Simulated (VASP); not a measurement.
A run of VASP 6.6.1 is set up as follows.

File INCAR:

```
PREC     = Accurate       # precision mode
ENCUT    = 520            # plane-wave cutoff, eV
EDIFF    = 1E-7           # SCF threshold, eV
ISMEAR   = 0              # smearing method
SIGMA    = 0.05           # smearing width, eV
LREAL    = False          # projectors in reciprocal space
LASPH    = True           # aspherical terms in the spheres
NELM     = 80             # most SCF steps
ALGO     = Normal         # electronic algorithm
ISIF     = 2              # what is computed and relaxed
LWAVE    = False          # write WAVECAR
LCHARG   = False          # write CHGCAR
GGA      = PE             # functional
NBANDS   = 84             # bands
```

The input KPOINTS:

```
Automatic mesh
0
Gamma
  4 4 1
```

The input POSCAR:

```
Cu
1.0
    5.1053110000      0.0000000000      0.0000000000
    2.5526550000      4.4213290000      0.0000000000
    0.0000000000      0.0000000000     15.1684690000
Cu
13
Direct
    0.1666667508      0.1666666290      0.0659262316
    0.6666666529      0.1666666290      0.0659262316
    0.1666665963      0.6666667421      0.0659262316
    0.6666666943      0.6666667421      0.0659262316
   -0.1665468170      0.3333683153      0.2003822535
    0.3314980783      0.3322247677      0.2048963544
   -0.1676943545      0.8314217286      0.2049154071
    0.3348637468      0.8347729834      0.2024591935
    0.0095383612     -0.0085508226      0.3357249173
    0.5057593703      0.0055648426      0.3486154074
   -0.0037016946      0.4960965357      0.3454389497
    0.4916244740      0.5093450408      0.3357134461
    0.7871865595      0.2869693705      0.4612982365
```

Potentials or basis: VASP PAW PBE potentials, release 64 (Cu).

The run is started by

```bash
$ cat potpaw_PBE.64/Cu/POTCAR > POTCAR
$ mpirun -np 1 vasp_std > vasp.out
```

(1) Predict the largest force.

(2) Predict the band gap on the k mesh.

Answers

(1) 0.095 eV/Å.

(2) zero (an odd number of electrons rules out a gap without spin polarisation).

Caveat: there is no dipole correction, which matters where the two faces differ.
